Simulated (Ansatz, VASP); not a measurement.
Ir: VASP beside Ansatz

File INCAR:

```
SYSTEM = Ir
PREC     = Accurate       ! precision mode
ENCUT    = 500            ! plane-wave cutoff, eV
EDIFF    = 1E-6           ! SCF threshold, eV
ISMEAR   = -1             ! smearing method
SIGMA    = 0.05           ! smearing width, eV
LREAL    = .FALSE.        ! projectors in reciprocal space
LASPH    = .TRUE.         ! aspherical terms in the spheres
NELM     = 200            ! most SCF steps
ALGO     = Normal         ! electronic algorithm
ISIF     = 2              ! what is computed and relaxed
LWAVE    = .FALSE.        ! write WAVECAR
LCHARG   = .TRUE.         ! write CHGCAR
MAGMOM   = 0 0 0 0 0 0    ! initial moments
LORBIT   = 11             ! projections on sites
LSORBIT  = .TRUE.         ! spin-orbit coupling
GGA_COMPAT= .FALSE.      
LORBMOM  = .TRUE.       
LMAXMIX  = 4              ! l up to which the mixer works
GGA      = PS             ! functional
LVHAR    = .TRUE.       
NBANDS   = 30             ! bands
```

The input KPOINTS:

```
regular mesh
0
G
  11 11 6
  0 0 0
```

Contents of POSCAR:

```
Ir
1.0
    2.7513778946      0.0000000000      0.0000000000
   -1.3756889473      2.3827631521      0.0000000000
    0.0000000000      0.0000000000      4.4622900000
Ir
2
Direct
    0.3333333333      0.6666666667      0.2500000000
    0.6666666667      0.3333333333      0.7500000000
```

File input.yaml:

```yaml
crystal:
  lattice:
    - [2.7513778946, 0.0, 0.0]
    - [-1.3756889473, 2.3827631521, 0.0]
    - [0.0, 0.0, 4.46229]
  atoms:
    - { symbol: Ir, position: [0.3333333333, 0.6666666667, 0.25] }
    - { symbol: Ir, position: [0.6666666667, 0.3333333333, 0.75] }
hamiltonian:
  xc: pbesol
  pseudopotentials: { kind: paw_fr }
magnetization:
  noncollinear: true
  spin_orbit: true
kpoints:
  mp_grid: { grid: [11, 11, 6] }
  band_path:
    path:
      - [[0.0, 0.0, 0.0], [0.5, 0.0, 0.0], [0.3333333333, 0.3333333333, 0.0], [0.0, 0.0, 0.0], [0.0, 0.0, 0.5], [0.5, 0.0, 0.5], [0.3333333333, 0.3333333333, 0.5], [0.0, 0.0, 0.5]]
      - [[0.5, 0.0, 0.5], [0.5, 0.0, 0.0]]
      - [[0.3333333333, 0.3333333333, 0.0], [0.3333333333, 0.3333333333, 0.5]]
    npoints: 14
scf:
  occupations: { method: fermi_dirac, width: 0.05 }
  n_extra_bands: 6
output:
  forces: true
  stress: true
  eigenvalues: true
  fatbands: false
  write_density: true
  write_potential: true
  elf: true
  volumetric_format: npy
```

Alike in both runs: functional PBEsol; k mesh 11 × 11 × 6; occupations fermi-dirac, width 0.05 eV; non-collinear spin, spin-orbit coupling.

```csv
,VASP,Ansatz
version,VASP 6.6.1,Ansatz 0.2.0
potentials or method,"VASP PAW PBE potentials, release 64 (Ir)",Ansatz PAW
plane-wave cutoff (eV),500,420
valence electrons in the cell,18,34
task,single point,band structure
```

|  | VASP | Ansatz | Ansatz less VASP |
| --- | --- | --- | --- |
| pressure (GPa) | -10.5 | -11.6 | -1.08 |
| traceless stress, the component that is largest in VASP (GPa) | 0.27 | 0.24 | -0.032 |

VASP's potentials were made for PBE, not for PBEsol. VASP's potentials hold 18 valence electrons a cell and Ansatz's 34, so a difference there can come from the potentials and not from the codes.
